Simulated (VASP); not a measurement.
# ZnS (CsCl type) (Pm-3m) in VASP: a series of runs

The runs below take ZnS (CsCl type) through single point, relaxation of cell and atoms, with PBE.

Everything below comes from runs of VASP 6.6.1. Logs are shortened: lines on timing, memory, paths and dates and some standing lists are left out, and cuts for length are marked.

## 1. The cell of the first run

The structure is cubic, space group Pm-3m (No. 221). The conventional cell has a = 2.693 Å, b = 2.693 Å, c = 2.693 Å, α = 90.00°, β = 90.00°, γ = 90.00°. Within 3.1 Å of Zn (site symmetry m-3m) lie 8 S at 2.33 Å and 6 Zn at 2.69 Å. S (site symmetry m-3m) has 8 Zn at 2.33 Å and 6 S at 2.69 Å within 3.1 Å.

## 2. Single point, PBE

INCAR reads:

```
SYSTEM = ZnS
PREC = Accurate ; ENCUT = 520
EDIFF = 1E-6 ; ISMEAR = -1
SIGMA = 0.08 ; LREAL = .False.
LASPH = .True. ; NELM = 100
ALGO = Normal ; ISIF = 2
LWAVE = .False. ; LCHARG = .True.
GGA = PE ; LELF = .True.
LVHAR = .True. ; NBANDS = 16
```

KPOINTS reads:

```
regular mesh
0
Gamma
  16 16 16
  0 0 0
```

POSCAR reads:

```
ZnS
1.0
    2.6928798838      0.0000000000      0.0000000000
    0.0000000000      2.6928798838      0.0000000000
    0.0000000000      0.0000000000      2.6928798838
Zn S
1 1
Direct
    0.0000000000      0.0000000000      0.0000000000
    0.5000000000      0.5000000000      0.5000000000
```

Potentials or basis: VASP PAW PBE potentials, release 64 (Zn, S).

The run is started by

```console
$ cat potpaw_PBE.64/Zn/POTCAR potpaw_PBE.64/S/POTCAR > POTCAR
$ mpirun -np 1 vasp_std > vasp.out
```

OUTCAR:

```text
SYSTEM = ZnS
   PREC = Accurate
   ENCUT = 520
   EDIFF = 1E-6
   ISMEAR = -1
   LREAL = .False.
   LASPH = .True.
   NELM = 100
   ISIF = 2
   GGA = PE

 ion  position               nearest neighbor table
   1  0.000  0.000  0.000-   2 2.33   2 2.33   2 2.33   2 2.33   2 2.33   2 2.33   2 2.33   2 2.33

   2  0.500  0.500  0.500-   1 2.33   1 2.33   1 2.33   1 2.33   1 2.33   1 2.33   1 2.33   1 2.33

  LATTYP: Found a simple cubic cell.
 ALAT       =     2.6928798838

  Lattice vectors:

 A1 = (   2.6928798838,   0.0000000000,   0.0000000000)
 A2 = (   0.0000000000,   2.6928798838,   0.0000000000)
 A3 = (   0.0000000000,   0.0000000000,   2.6928798838)

Analysis of symmetry for initial positions (statically):
=====================================================================
 Subroutine PRICEL returns:
 Original cell was already a primitive cell.

 Routine SETGRP: Setting up the symmetry group for a
 simple cubic supercell.

 Subroutine GETGRP returns: Found 48 space group operations
 (whereof 48 operations were pure point group operations)
 out of a pool of 48 trial point group operations.

The static configuration has the point symmetry O_h .

Analysis of symmetry for dynamics (positions and initial velocities):
=====================================================================
 Subroutine PRICEL returns:
 Original cell was already a primitive cell.

 Routine SETGRP: Setting up the symmetry group for a
 simple cubic supercell.

 Subroutine GETGRP returns: Found 48 space group operations
 (whereof 48 operations were pure point group operations)
 out of a pool of 48 trial point group operations.

The dynamic configuration has the point symmetry O_h .

 Subroutine INISYM returns: Found 48 space group operations
 (whereof 48 operations are pure point group operations),
 and found     1 'primitive' translations

----------------------------------------------------------------------------------------

                                     Primitive cell

  volume of cell :      19.5277

  direct lattice vectors                    reciprocal lattice vectors
     2.692879884  0.000000000  0.000000000     0.371349649  0.000000000  0.000000000
     0.000000000  2.692879884  0.000000000     0.000000000  0.371349649  0.000000000
     0.000000000  0.000000000  2.692879884     0.000000000  0.000000000  0.371349649

  length of vectors
     2.692879884  2.692879884  2.692879884     0.371349649  0.371349649  0.371349649

  position of ions in fractional coordinates (direct lattice)
     0.000000000  0.000000000  0.000000000
     0.500000000  0.500000000  0.500000000

  ion indices of the primitive-cell ions
   primitive index   ion index
                 1           1
                 2           2

----------------------------------------------------------------------------------------

 KPOINTS: regular mesh

Automatic generation of k-mesh.
 Grid dimensions read from file:
 generate k-points for:   16   16   16

 Generating k-lattice:

  Cartesian coordinates                     Fractional coordinates (reciprocal lattice)
     0.023209353  0.000000000  0.000000000     0.062500000  0.000000000  0.000000000
     0.000000000  0.023209353  0.000000000     0.000000000  0.062500000  0.000000000
     0.000000000  0.000000000  0.023209353     0.000000000  0.000000000  0.062500000

  Length of vectors
     0.023209353  0.023209353  0.023209353

  Shift w.r.t. Gamma in fractional coordinates (k-lattice)
     0.000000000  0.000000000  0.000000000

 Subroutine IBZKPT returns following result:
 ===========================================

 Found    165 irreducible k-points:

 Following reciprocal coordinates:
            Coordinates               Weight
  0.000000  0.000000  0.000000      1.000000
  0.062500  0.000000  0.000000      6.000000
  0.125000  0.000000  0.000000      6.000000
  0.187500  0.000000  0.000000      6.000000
  0.250000  0.000000  0.000000      6.000000
  0.312500  0.000000  0.000000      6.000000
[... 16 lines left out ...]
  0.437500  0.125000  0.000000     24.000000
  0.500000  0.125000  0.000000     12.000000
 [... further k-points ...]
   k-points           NKPTS =    165   k-points in BZ     NKDIM =    165   number of bands    NBANDS=     16
   number of dos      NEDOS =    301   number of ions     NIONS =      2
   total plane-waves  NPLWV =   8000
   dimension x,y,z NGX =    20 NGY =   20 NGZ =   20
   dimension x,y,z NGXF=    40 NGYF=   40 NGZF=   40
   ions per type =               1   1
   NGX,Y,Z   is equivalent  to a cutoff of  12.35, 12.35, 12.35 a.u.
   NGXF,Y,Z  is equivalent  to a cutoff of  24.69, 24.69, 24.69 a.u.
 SYSTEM =  ZnS
   PREC   = accura    normal or accurate (medium, high low for compatibility)
   ISTART =      0    job   : 0-new  1-cont  2-samecut
   ICHARG =      2    charge: 1-file 2-atom 10-const
   ISPIN  =      1    spin polarized calculation?
   LNONCOLLINEAR =      F non collinear calculations
   LSORBIT =      F    spin-orbit coupling
   LASPH  =      T    aspherical Exc in radial PAW
   ENCUT  =  520.0 eV  38.22 Ry    6.18 a.u.   5.01  5.01  5.01*2*pi/ulx,y,z
   NELM   =    100;   NELMIN=  2; NELMDL= -5     # of ELM steps
   EDIFF  = 0.1E-05   stopping-criterion for ELM
   LREAL  =      F    real-space projection
   EDIFFG = 0.1E-04   stopping-criterion for IOM
   NSW    =      0    number of steps for IOM
   IBRION =     -1    ionic relax: 0-MD 1-quasi-New 2-CG
   NFREE  =      0    steps in history (QN), initial steepest desc. (CG)
   ISIF   =      2    stress and relaxation
   ISYM   =      2    0-nonsym 1-usesym 2-fastsym
   POTIM  = 0.5000    time-step for ionic-motion
   TEBEG  =    0.0;   TEEND  =   0.0 temperature during run
   PSTRESS=    0.0 pullay stress
   NELECT =      18.0000    total number of electrons
   NUPDOWN=      -1.0000    fix difference up-down
   EMIN   =  10.00;   EMAX   =-10.00  energy-range for DOS
   EFERMI =   0.00;   METHOD = LEGACY
   ISMEAR =    -1;   SIGMA  =   0.08  broadening in eV -4-tet -1-fermi 0-gaus
   EFERMI_NEDOS =   21; number of points for ismear=-14 and -15
   IALGO  =     38    algorithm
   IMIX   =      4    mixing-type and parameters
     AMIX     =   0.40;   BMIX     =  1.00
     AMIX_MAG =   1.60;   BMIX_MAG =  1.00
  volume/ion in A,a.u.               =       9.76        65.89
  Fermi-wavevector in a.u.,A,eV,Ry     =   1.593243  3.010793 34.537345  2.538423
  Thomas-Fermi vector in A             =   2.691503
   LORBIT       =      0    0 simple, 1 ext, 2 COOP (PROOUT), +10 PAW based schemes
   GGA     = PE    functional components
   LHFCALC =     F    Hartree Fock is set to
   AEXX    =    0.0000 exact exchange contribution
   IVDW    =     0    specifies the selected vdW correction
   LEPSILON=     F    determine dielectric tensor
   LRPA    =     F    only Hartree local field effects (RPA)
 non-spin polarized calculation
  energy-cutoff  :      520.00
  volume of cell :       19.53
 maximum number of plane-waves:       552
   NGX = 11   NGY = 11   NGZ = 11

 number of electron      18.0000022 magnetization

 Free energy of the ion-electron system (eV)
  ---------------------------------------------------
  ext. energy  EPLUGINS =         0.00000000
  ---------------------------------------------------
  free energy    TOTEN  =        -1.78486078 eV

  energy without entropy =       -1.76908110  energy(sigma->0) =       -1.77697094

 E-fermi :  11.4521     XC(G=0): -13.7823

 val. band max:       11.4483302038   @ k =   0.3125   0.3125   0.0625
 cond. band min:      11.4647448371   @ k =   0.4375   0.0625   0.0000
 fundamental gap:      0.0164146332
 Fermi energy:        11.4521206715

 k-point     1 :       0.0000    0.0000    0.0000
  band No.  band energies     occupation
      1      -8.4828      2.00000
      2       2.1461      2.00000
      3       2.1461      2.00000
      4       3.4082      2.00000
      5       3.4082      2.00000
      6       3.4082      2.00000
[... 8 lines left out ...]
     15      28.9957      0.00000
     16      30.0151      0.00000

 k-point     2 :       0.0625    0.0000    0.0000
  band No.  band energies     occupation
      1      -8.4111      2.00000
      2       2.1385      2.00000
      3       2.1576      2.00000
      4       3.3724      2.00000
      5       3.3724      2.00000
      6       3.4110      2.00000
[... 8 lines left out ...]
     15      29.0083      0.00000
     16      29.5939      0.00000

 k-point     3 :       0.1250    0.0000    0.0000
  band No.  band energies     occupation
      1      -8.1978      2.00000
      2       2.0926      2.00000
      3       2.1904      2.00000
      4       3.2748      2.00000
      5       3.2748      2.00000
      6       3.4191      2.00000
[... 8 lines left out ...]
     15      28.6029      0.00000
     16      29.0450      0.00000

 k-point     4 :       0.1875    0.0000    0.0000
  band No.  band energies     occupation
      1      -7.8481      2.00000
      2       1.9261      2.00000
      3       2.2398      2.00000
      4       3.1383      2.00000
      5       3.1383      2.00000
      6       3.4313      2.00000
[... 8 lines left out ...]
     15      27.5053      0.00000
     16      29.1013      0.00000
[... 324 lines left out ...]
 k-point    22 :       0.3750    0.1250    0.0000
  band No.  band energies     occupation
      1      -5.9237      2.00000
      2      -0.0513      2.00000
      3       2.4185      2.00000
      4       2.7095      2.00000
      5       2.7857      2.00000
      6       3.3933      2.00000
[... 8 lines left out ...]
     15      27.7587      0.00000
     16      28.2504      0.00000

 k-point    23 :       0.4375    0.1250    0.0000
  band No.  band energies     occupation
      1      -5.3760      2.00000
      2      -0.8339      2.00000
      3       2.4795      2.00000
      4       2.6346      2.00000
      5       2.7206      2.00000
      6       3.4046      2.00000
[... 8 lines left out ...]
     15      27.7532      0.00000
     16      27.9313      0.00000

 k-point    24 :       0.5000    0.1250    0.0000
  band No.  band energies     occupation
      1      -5.1340      2.00000
      2      -1.1629      2.00000
      3       2.5168      2.00000
      4       2.5913      2.00000
      5       2.6981      2.00000
      6       3.4086      2.00000
[... 8 lines left out ...]
     15      27.5562      0.00000
     16      27.9954      0.00000

 [... further k-points ...]

------------------------ aborting loop because EDIFF is reached ----------------------------------------

  FORCE on cell =-STRESS in cart. coord.  units (eV):
  Direction    XX          YY          ZZ          XY          YZ          ZX
  --------------------------------------------------------------------------------------
  -------------------------------------------------------------------------------------
  Total       14.7865132     14.7865132     14.7865132      0.0000000      0.0000000     -0.0000000
  in kB     1213.1804699   1213.1804699   1213.1804699      0.0000000      0.0000000     -0.0000000
  external PRESSURE =    1213.1804699 kB  Pullay stress =       0.0000000 kB

 VOLUME and BASIS-vectors are now :
 -----------------------------------------------------------------------------
  energy-cutoff  :      520.00
  volume of cell :       19.53
      direct lattice vectors                 reciprocal lattice vectors
     2.692879884  0.000000000  0.000000000     0.371349649  0.000000000  0.000000000
     0.000000000  2.692879884  0.000000000     0.000000000  0.371349649  0.000000000
     0.000000000  0.000000000  2.692879884     0.000000000  0.000000000  0.371349649

 POSITION                                       TOTAL-FORCE (eV/Angst)
 -----------------------------------------------------------------------------------
      0.00000      0.00000      0.00000         0.000000      0.000000      0.000000
      1.34644      1.34644      1.34644         0.000000      0.000000      0.000000
 -----------------------------------------------------------------------------------
    total drift:                               -0.000000      0.000000     -0.000000

  FREE ENERGIE OF THE ION-ELECTRON SYSTEM (eV)
  ---------------------------------------------------
  free  energy   TOTEN  =        -1.7848607787 eV

  energy  without entropy=       -1.7690811039  energy(sigma->0) =       -1.77697094
```

Run time: 30 s. Hardware: 1 thread of AMD EPYC 9R45 (Zen 5), shared host; peak memory 0.13 GiB.

What came out:

```
Free energy            : -1.7849 eV
Pressure               : 121.3 GPa
Band gap on the k mesh : zero (band 9 reaches 12.37 eV, above the bottom of band 10 at 9.44 eV)
```

## 3. Single point, PBE

INCAR reads:

```
PREC = Accurate
ENCUT = 520
EDIFF = 1E-6
ISMEAR = -1
SIGMA = 0.08
LREAL = False
LASPH = True
NELM = 100
ALGO = Normal
ISIF = 2
LWAVE = False
LCHARG = False
GGA = PE
NBANDS = 16
```

KPOINTS reads:

```
regular mesh
0
Gamma
  16 16 16
```

POSCAR reads:

```
ZnS
1.0
    2.6930383030      0.0000000000      0.0000000000
    0.0000000000      2.6930383030      0.0000000000
    0.0000000000      0.0000000000      2.6930383030
Zn S
1 1
Direct
    0.0000000000      0.0000000000      0.0000000000
    0.5000000000      0.5000000000      0.5000000000
```

Potentials or basis: VASP PAW PBE potentials, release 64 (Zn, S).

The run is started by

```console
$ cat potpaw_PBE.64/Zn/POTCAR potpaw_PBE.64/S/POTCAR > POTCAR
$ mpirun -np 1 vasp_std > vasp.out
```

Run time: 28 s. Hardware: 1 thread of AMD EPYC 9R45 (Zen 5), shared host; peak memory 0.13 GiB.

It converged, with:

- Free energy: -1.7875 eV
- Pressure: 121.2 GPa
- Band gap on the k mesh: zero (band 9 reaches 12.36 eV, above the bottom of band 10 at 9.44 eV)

Levels at points of the mesh, in eV from the Fermi level:
```
           k point  band 6  band 7  band 8  band 9  band 10  band 11  band 12  band 13
(0.00, 0.00, 0.00)   -8.04   -2.36   -2.36   -2.36     3.55     4.89     4.89    17.54
(0.50, 0.00, 0.00)   -7.97   -7.26    0.84    0.84     5.78     6.43     7.33     7.33
(0.50, 0.50, 0.00)   -8.45   -7.62   -6.75   -2.88     1.12    10.29    11.63    11.63
(0.50, 0.50, 0.50)   -7.60   -3.30   -3.30   -3.30    -1.16    -1.16    -1.16     5.04
```

(Part 1 of 2 ends here.)
